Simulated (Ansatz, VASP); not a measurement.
**Nb: VASP beside Ansatz**

```
Nb
1.0
    -1.60539    1.60539    1.60539
     1.60539   -1.60539    1.60539
     1.60539    1.60539   -1.60539
Nb
1
Cartesian
  0.0000 0.0000 0.0000
```

Alike in both runs: task single point; functional PBE; k mesh 8 × 8 × 8; occupations gaussian, width 0.1 eV; no spin polarisation.

|  | VASP | Ansatz |
| --- | --- | --- |
| version | VASP 6.6.1 | Ansatz 0.2.0 |
| potentials or method | VASP PAW PBE potentials, release 64 (Nb_sv), cutoff 500 eV | scalar-relativistic, plane waves, PAW |
| valence electrons in the cell | 13 | 13 |

Ansatz gave:

```
gap on the k mesh at the Fermi level (eV) : none
pressure (GPa)                            : 19.9
```

**Question.** What did VASP give for the same quantities?

**Answer.** gap on the k mesh at the Fermi level (eV): none; pressure (GPa): 19.4.

A gap of «none» marks a metal or a gap that the smearing closes. With one functional, cell and mesh, what is left measures potentials, basis and numerics.
